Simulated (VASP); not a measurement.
# TaN (Fm-3m) in VASP: notebook

Aim: see how the results for TaN move with the level of theory and the settings. Levels: r2SCAN, LDA. Tasks: single point.

Everything below comes from runs of VASP 6.6.1. Logs are shortened: lines on timing, memory, paths and dates and some standing lists are left out, and cuts for length are marked.

## Step 1: The cell of the first run

The structure is cubic, space group Fm-3m (No. 225). Conventional cell: a = 4.291 Å, b = 4.291 Å, c = 4.291 Å, α = 90.00°, β = 90.00°, γ = 90.00°. Within 2.8 Å of Ta (site symmetry m-3m) lie 6 N at 2.15 Å. Within 2.8 Å of N (site symmetry m-3m) lie 6 Ta at 2.15 Å.

## Step 2: Single point, r2SCAN

Contents of POSCAR:

```
TaN
1.0
    0.0000000000      2.1452683594      2.1452683594
    2.1452683594      0.0000000000      2.1452683594
    2.1452683594      2.1452683594      0.0000000000
Ta N
1 1
Direct
    0.5000000000      0.5000000000      0.5000000000
    0.0000000000      0.0000000000      0.0000000000
```

Contents of INCAR.step1:

```
ALGO = Normal
EDIFF = 1E-5
ENCUT = 660
GGA = PE
GGA_COMPAT = F
ISMEAR = -1
LASPH = T
LCHARG = F
LREAL = F
LWAVE = T
NBANDS = 16
NELM = 120
PREC = Accurate
SIGMA = 0.05
```

Contents of INCAR.step2:

```
ALGO = Normal
EDIFF = 1E-6
ENCUT = 660
GGA_COMPAT = F
ISIF = 2
ISMEAR = -1
ISTART = 1
LASPH = T
LCHARG = F
LMIXTAU = T
LREAL = F
LWAVE = F
METAGGA = R2SCAN
NBANDS = 16
NELM = 120
PREC = Accurate
SIGMA = 0.05
```

Contents of KPOINTS:

```
k-points
0
Gamma
  10 10 10
```

Potentials or basis: VASP PAW PBE potentials, release 64 (Ta_sv_GW, N).

The run is started by

```console
cat potpaw_PBE.64/Ta_sv_GW/POTCAR potpaw_PBE.64/N/POTCAR > POTCAR
cp INCAR.step1 INCAR
mpirun -np 1 vasp_std > vasp.out
cp INCAR.step2 INCAR
mpirun -np 1 vasp_std > vasp.out
```

OUTCAR:

```text
EDIFF = 1E-6
   ENCUT = 660
   ISIF = 2
   ISMEAR = -1
   ISTART = 1
   LASPH = T
   LREAL = F
   METAGGA = R2SCAN
   NELM = 120
   PREC = Accurate

 ion  position               nearest neighbor table
   1  0.500  0.500  0.500-   2 2.15   2 2.15   2 2.15   2 2.15   2 2.15   2 2.15
   2  0.000  0.000  0.000-   1 2.15   1 2.15   1 2.15   1 2.15   1 2.15   1 2.15

  LATTYP: Found a face centered cubic cell.
 ALAT       =     4.2905367188

  Lattice vectors:

 A1 = (   0.0000000000,   2.1452683594,   2.1452683594)
 A2 = (   2.1452683594,   0.0000000000,   2.1452683594)
 A3 = (   2.1452683594,   2.1452683594,   0.0000000000)

Analysis of symmetry for initial positions (statically):
=====================================================================
 Subroutine PRICEL returns:
 Original cell was already a primitive cell.

 Routine SETGRP: Setting up the symmetry group for a
 face centered cubic supercell.

 Subroutine GETGRP returns: Found 48 space group operations
 (whereof 48 operations were pure point group operations)
 out of a pool of 48 trial point group operations.

The static configuration has the point symmetry O_h .

Analysis of symmetry for dynamics (positions and initial velocities):
=====================================================================
 Subroutine PRICEL returns:
 Original cell was already a primitive cell.

 Routine SETGRP: Setting up the symmetry group for a
 face centered cubic supercell.

 Subroutine GETGRP returns: Found 48 space group operations
 (whereof 48 operations were pure point group operations)
 out of a pool of 48 trial point group operations.

The dynamic configuration has the point symmetry O_h .

 Subroutine INISYM returns: Found 48 space group operations
 (whereof 48 operations are pure point group operations),
 and found     1 'primitive' translations

----------------------------------------------------------------------------------------

                                     Primitive cell

  volume of cell :      19.7458

  direct lattice vectors                    reciprocal lattice vectors
     0.000000000  2.145268359  2.145268359    -0.233071074  0.233071074  0.233071074
     2.145268359  0.000000000  2.145268359     0.233071074 -0.233071074  0.233071074
     2.145268359  2.145268359  0.000000000     0.233071074  0.233071074 -0.233071074

  length of vectors
     3.033867609  3.033867609  3.033867609     0.403690942  0.403690942  0.403690942

  position of ions in fractional coordinates (direct lattice)
     0.500000000  0.500000000  0.500000000
     0.000000000  0.000000000  0.000000000

  ion indices of the primitive-cell ions
   primitive index   ion index
                 1           1
                 2           2

----------------------------------------------------------------------------------------

 KPOINTS: k-points

Automatic generation of k-mesh.
 Grid dimensions read from file:
 generate k-points for:   10   10   10

 Generating k-lattice:

  Cartesian coordinates                     Fractional coordinates (reciprocal lattice)
    -0.023307107  0.023307107  0.023307107     0.100000000  0.000000000  0.000000000
     0.023307107 -0.023307107  0.023307107     0.000000000  0.100000000  0.000000000
     0.023307107  0.023307107 -0.023307107     0.000000000  0.000000000  0.100000000

  Length of vectors
     0.040369094  0.040369094  0.040369094

  Shift w.r.t. Gamma in fractional coordinates (k-lattice)
     0.000000000  0.000000000  0.000000000

 Subroutine IBZKPT returns following result:
 ===========================================

 Found     47 irreducible k-points:

 Following reciprocal coordinates:
            Coordinates               Weight
  0.000000  0.000000  0.000000      1.000000
  0.100000  0.000000  0.000000      8.000000
  0.200000  0.000000  0.000000      8.000000
  0.300000  0.000000  0.000000      8.000000
  0.400000  0.000000  0.000000      8.000000
  0.500000  0.000000  0.000000      4.000000
[... 16 lines left out ...]
  0.300000  0.300000  0.000000      6.000000
  0.400000  0.300000  0.000000     24.000000
 [... further k-points ...]
   k-points           NKPTS =     47   k-points in BZ     NKDIM =     47   number of bands    NBANDS=     16
   number of dos      NEDOS =    301   number of ions     NIONS =      2
   total plane-waves  NPLWV =  21952
   dimension x,y,z NGX =    28 NGY =   28 NGZ =   28
   dimension x,y,z NGXF=    56 NGYF=   56 NGZF=   56
   ions per type =               1   1
   NGX,Y,Z   is equivalent  to a cutoff of  15.34, 15.34, 15.34 a.u.
   NGXF,Y,Z  is equivalent  to a cutoff of  30.69, 30.69, 30.69 a.u.
 SYSTEM =  unknown system
   PREC   = accura    normal or accurate (medium, high low for compatibility)
   ISTART =      1    job   : 0-new  1-cont  2-samecut
   ICHARG =      0    charge: 1-file 2-atom 10-const
   ISPIN  =      1    spin polarized calculation?
   LNONCOLLINEAR =      F non collinear calculations
   LSORBIT =      F    spin-orbit coupling
   LASPH  =      T    aspherical Exc in radial PAW
   ENCUT  =  660.0 eV  48.51 Ry    6.96 a.u.   6.36  6.36  6.36*2*pi/ulx,y,z
   NELM   =    120;   NELMIN=  2; NELMDL=  0     # of ELM steps
   EDIFF  = 0.1E-05   stopping-criterion for ELM
   LREAL  =      F    real-space projection
   EDIFFG = 0.1E-04   stopping-criterion for IOM
   NSW    =      0    number of steps for IOM
   IBRION =     -1    ionic relax: 0-MD 1-quasi-New 2-CG
   NFREE  =      0    steps in history (QN), initial steepest desc. (CG)
   ISIF   =      2    stress and relaxation
   ISYM   =      2    0-nonsym 1-usesym 2-fastsym
   POTIM  = 0.5000    time-step for ionic-motion
   TEBEG  =    0.0;   TEEND  =   0.0 temperature during run
   PSTRESS=    0.0 pullay stress
   NELECT =      18.0000    total number of electrons
   NUPDOWN=      -1.0000    fix difference up-down
   EMIN   =  10.00;   EMAX   =-10.00  energy-range for DOS
   EFERMI =   0.00;   METHOD = LEGACY
   ISMEAR =    -1;   SIGMA  =   0.05  broadening in eV -4-tet -1-fermi 0-gaus
   EFERMI_NEDOS =   21; number of points for ismear=-14 and -15
   IALGO  =     38    algorithm
   IMIX   =      4    mixing-type and parameters
     AMIX     =   0.40;   BMIX     =  1.00
     AMIX_MAG =   1.60;   BMIX_MAG =  1.00
  volume/ion in A,a.u.               =       9.87        66.63
  Fermi-wavevector in a.u.,A,eV,Ry     =   1.587355  2.999666 34.282540  2.519696
  Thomas-Fermi vector in A             =   2.686525
   LORBIT       =      0    0 simple, 1 ext, 2 COOP (PROOUT), +10 PAW based schemes
   METAGGA = R2SCAN    functional components
   LHFCALC =     F    Hartree Fock is set to
   AEXX    =    0.0000 exact exchange contribution
   IVDW    =     0    specifies the selected vdW correction
   LEPSILON=     F    determine dielectric tensor
   LRPA    =     F    only Hartree local field effects (RPA)
 non-spin polarized calculation
  energy-cutoff  :      660.00
  volume of cell :       19.75
 maximum number of plane-waves:       778
 NGX is ok and might be reduce to    28
   NGX = 13   NGY = 13   NGZ = 13

 number of electron      18.0000000 magnetization

 Free energy of the ion-electron system (eV)
  ---------------------------------------------------
  ext. energy  EPLUGINS =         0.00000000
  ---------------------------------------------------
  free energy    TOTEN  =       -62.09027258 eV

  energy without entropy =      -62.08536413  energy(sigma->0) =      -62.08781835

 E-fermi :  15.0705     XC(G=0): -15.2600

 val. band max:       14.9374869333   @ k =  -0.3000   0.4000   0.2000
 cond. band min:      15.1074092527   @ k =  -0.3000   0.3000   0.1000
 fundamental gap:      0.1699223194
 Fermi energy:        15.0704611472

 k-point     1 :       0.0000    0.0000    0.0000
  band No.  band energies     occupation
      1     -56.5076      2.00000
      2     -21.9536      2.00000
      3     -21.9536      2.00000
      4     -21.9536      2.00000
      5      -5.5630      2.00000
      6      10.6882      2.00000
[... 8 lines left out ...]
     15      24.7096      0.00000
     16      41.2006      0.00000

 k-point     2 :       0.1000    0.0000    0.0000
  band No.  band energies     occupation
      1     -56.4996      2.00000
      2     -22.0746      2.00000
      3     -21.9636      2.00000
      4     -21.9636      2.00000
      5      -5.2831      2.00000
      6       9.5239      2.00000
[... 8 lines left out ...]
     15      25.5239      0.00000
     16      38.3460      0.00000

 k-point     3 :       0.2000    0.0000    0.0000
  band No.  band energies     occupation
      1     -56.4785      2.00000
      2     -22.3797      2.00000
      3     -21.9895      2.00000
      4     -21.9895      2.00000
      5      -4.5259      2.00000
      6       7.5491      2.00000
[... 8 lines left out ...]
     15      27.4584      0.00000
     16      34.9417      0.00000

 k-point     4 :       0.3000    0.0000    0.0000
  band No.  band energies     occupation
      1     -56.4522      2.00000
      2     -22.7358      2.00000
      3     -22.0212      2.00000
      4     -22.0212      2.00000
      5      -3.5040      2.00000
      6       5.6544      2.00000
[... 8 lines left out ...]
     15      28.5114      0.00000
     16      32.4762      0.00000

 k-point     5 :       0.4000    0.0000    0.0000
  band No.  band energies     occupation
      1     -56.4308      2.00000
      2     -23.0093      2.00000
      3     -22.0466      2.00000
      4     -22.0466      2.00000
      5      -2.5311      2.00000
      6       4.1917      2.00000
[... 8 lines left out ...]
     15      28.4621      0.00000
     16      29.4753      0.00000

 k-point     6 :       0.5000    0.0000    0.0000
  band No.  band energies     occupation
      1     -56.4227      2.00000
      2     -23.1107      2.00000
      3     -22.0562      2.00000
      4     -22.0562      2.00000
      5      -2.0883      2.00000
      6       3.5931      2.00000
[... 8 lines left out ...]
     15      28.1190      0.00000
     16      28.1190      0.00000

 k-point     7 :       0.1000    0.1000    0.0000
  band No.  band energies     occupation
      1     -56.4969      2.00000
      2     -22.0678      2.00000
      3     -21.9899      2.00000
      4     -21.9899      2.00000
      5      -5.2056      2.00000
      6       8.7401      2.00000
[... 8 lines left out ...]
     15      25.7849      0.00000
     16      38.1557      0.00000

 k-point     8 :       0.2000    0.1000    0.0000
  band No.  band energies     occupation
      1     -56.4802      2.00000
      2     -22.2928      2.00000
      3     -22.0291      2.00000
      4     -22.0075      2.00000
      5      -4.6562      2.00000
      6       7.3448      2.00000
[... 8 lines left out ...]
     15      27.3722      0.00000
     16      34.9546      0.00000

 k-point     9 :       0.3000    0.1000    0.0000
  band No.  band energies     occupation
      1     -56.4556      2.00000
      2     -22.6195      2.00000
      3     -22.0658      2.00000
      4     -22.0388      2.00000
      5      -3.8056      2.00000
      6       5.9697      2.00000
[... 8 lines left out ...]
     15      28.7690      0.00000
     16      32.4426      0.00000
[... 172 lines left out ...]
 k-point    19 :       0.5000    0.2000    0.0000
  band No.  band energies     occupation
      1     -56.4131      2.00000
      2     -22.9311      2.00000
      3     -22.2811      2.00000
      4     -22.1519      2.00000
      5      -2.9616      2.00000
      6       5.0483      2.00000
[... 8 lines left out ...]
     15      26.6676      0.00000
     16      29.8481      0.00000

 k-point    20 :      -0.4000    0.2000    0.0000
  band No.  band energies     occupation
      1     -56.4114      2.00000
      2     -22.9409      2.00000
      3     -22.3405      2.00000
      4     -22.1132      2.00000
      5      -2.7417      2.00000
      6       4.7019      2.00000
[... 8 lines left out ...]
     15      27.2344      0.00000
     16      28.9763      0.00000

 k-point    21 :      -0.3000    0.2000    0.0000
  band No.  band energies     occupation
      1     -56.4229      2.00000
      2     -22.8327      2.00000
      3     -22.3370      2.00000
      4     -22.0583      2.00000
      5      -2.9124      2.00000
      6       4.8280      2.00000
[... 8 lines left out ...]
     15      27.9874      0.00000
     16      29.0207      0.00000

 k-point    22 :      -0.2000    0.2000    0.0000
  band No.  band energies     occupation
      1     -56.4431      2.00000
      2     -22.6703      2.00000
      3     -22.2433      2.00000
      4     -22.0078      2.00000
      5      -3.4356      2.00000
      6       5.5104      2.00000
[... 8 lines left out ...]
     15      29.1759      0.00000
     16      29.3848      0.00000

 k-point    23 :       0.3000    0.3000    0.0000
  band No.  band energies     occupation
      1     -56.4340      2.00000
      2     -22.6354      2.00000
      3     -22.2001      2.00000
      4     -22.2001      2.00000
      5      -4.0114      2.00000
      6       6.0128      2.00000
[... 8 lines left out ...]
     15      29.9500      0.00000
     16      31.9464      0.00000

 k-point    24 :       0.4000    0.3000    0.0000
  band No.  band energies     occupation
      1     -56.4172      2.00000
      2     -22.7685      2.00000
      3     -22.2739      2.00000
      4     -22.2386      2.00000
      5      -3.8996      2.00000
      6       6.3055      2.00000
[... 8 lines left out ...]
     15      27.3052      0.00000
     16      31.7445      0.00000

 [... further k-points ...]

------------------------ aborting loop because EDIFF is reached ----------------------------------------

  FORCE on cell =-STRESS in cart. coord.  units (eV):
  Direction    XX          YY          ZZ          XY          YZ          ZX
  --------------------------------------------------------------------------------------
  -------------------------------------------------------------------------------------
  Total        3.7241141      3.7241141      3.7241141      0.0000000     -0.0000000      0.0000000
  in kB      302.1751079    302.1751079    302.1751079      0.0000000     -0.0000000      0.0000000
  external PRESSURE =     302.1751079 kB  Pullay stress =       0.0000000 kB

 VOLUME and BASIS-vectors are now :
 -----------------------------------------------------------------------------
  energy-cutoff  :      660.00
  volume of cell :       19.75
      direct lattice vectors                 reciprocal lattice vectors
     0.000000000  2.145268359  2.145268359    -0.233071074  0.233071074  0.233071074
     2.145268359  0.000000000  2.145268359     0.233071074 -0.233071074  0.233071074
     2.145268359  2.145268359  0.000000000     0.233071074  0.233071074 -0.233071074

 POSITION                                       TOTAL-FORCE (eV/Angst)
 -----------------------------------------------------------------------------------
      2.14527      2.14527      2.14527        -0.000000     -0.000000     -0.000000
      0.00000      0.00000      0.00000         0.000000      0.000000      0.000000
 -----------------------------------------------------------------------------------
    total drift:                                0.000000      0.000000      0.000000

  FREE ENERGIE OF THE ION-ELECTRON SYSTEM (eV)
  ---------------------------------------------------
  free  energy   TOTEN  =       -62.0902725760 eV

  energy  without entropy=      -62.0853641308  energy(sigma->0) =      -62.08781835
```

It used 170 s of CPU time on 1 thread of AMD EPYC 7R13 Processor (Zen 3) (shared host).

What came out:

| Quantity | Value |
| --- | --- |
| Free energy | -62.0903 eV |
| Pressure | 30.2 GPa |
| Band gap on the k mesh | zero (band 9 reaches 17.23 eV, above the bottom of band 10 at 12.68 eV) |

Caveat: the PAW data sets were made with another functional, which shifts forces and pressure a little; spin-orbit coupling is left out, which moves the levels of the heavy elements.

## Step 3: Single point, r2SCAN

This run uses another cell than the first one, of 10.81 Å³/atom, 1.095 times its volume.

Contents of POSCAR:

```
TaN
1.0
    0.0000000000      2.2113230000      2.2113230000
    2.2113230000      0.0000000000      2.2113230000
    2.2113230000      2.2113230000      0.0000000000
Ta N
1 1
Direct
    0.5000000000      0.5000000000      0.5000000000
    0.0000000000      0.0000000000      0.0000000000
```

Contents of INCAR.step1:

```
SYSTEM = TaN
PREC = Accurate
ENCUT = 660
ISMEAR = -1
SIGMA = 0.05
LREAL = .FALSE.
LASPH = .TRUE.
NELM = 120
NBANDS = 16
GGA = PE
ALGO = Normal
EDIFF = 1E-5
LWAVE = .TRUE.
LCHARG = .FALSE.
GGA_COMPAT = .FALSE.
```

Contents of INCAR.step2:

```
SYSTEM = TaN
PREC = Accurate
ENCUT = 660
EDIFF = 1E-6
ISMEAR = -1
SIGMA = 0.05
LREAL = .FALSE.
LASPH = .TRUE.
NELM = 120
ALGO = Normal
ISIF = 2
LWAVE = .FALSE.
LCHARG = .FALSE.
METAGGA = R2SCAN
LMIXTAU = .TRUE.
NBANDS = 16
ISTART = 1
GGA_COMPAT = .FALSE.
```

Contents of KPOINTS:

```
Automatic mesh
0
G
  10 10 10
  0 0 0
```

Potentials or basis: VASP PAW PBE potentials, release 64 (Ta_sv_GW, N).

The run is started by

```console
cat potpaw_PBE.64/Ta_sv_GW/POTCAR potpaw_PBE.64/N/POTCAR > POTCAR
cp INCAR.step1 INCAR
mpirun -np 1 vasp_std > vasp.out
cp INCAR.step2 INCAR
mpirun -np 1 vasp_std > vasp.out
```

It took 2 min on 1 thread of Intel Xeon Platinum 8375C at 2.90GHz (Ice Lake), shared host; peak memory 0.19 GiB.

The run converged. Its results:

- Free energy: -62.2159 eV
- Pressure: -6.2 GPa
- Band gap on the k mesh: zero (band 9 reaches 15.48 eV, above the bottom of band 10 at 11.50 eV)

Levels at points of the mesh, in eV from the Fermi level:
| k point | band 6 | band 7 | band 8 | band 9 | band 10 | band 11 | band 12 | band 13 |
| --- | --- | --- | --- | --- | --- | --- | --- | --- |
| (0.00, 0.00, 0.00) | -4.11 | -4.11 | -4.11 | -2.13 | -2.13 | -2.13 | 0.14 | 0.14 |
| (0.50, 0.00, 0.00) | -10.70 | -7.86 | -7.86 | 1.85 | 1.85 | 1.99 | 3.95 | 7.64 |
| (0.50, 0.50, 0.00) | -7.07 | -5.51 | -4.97 | -4.97 | 2.17 | 3.43 | 3.43 | 4.53 |

Caveat: the PAW data sets were made with another functional, which shifts forces and pressure a little; spin-orbit coupling is left out, which moves the levels of the heavy elements.

(Part 1 of 2 ends here.)
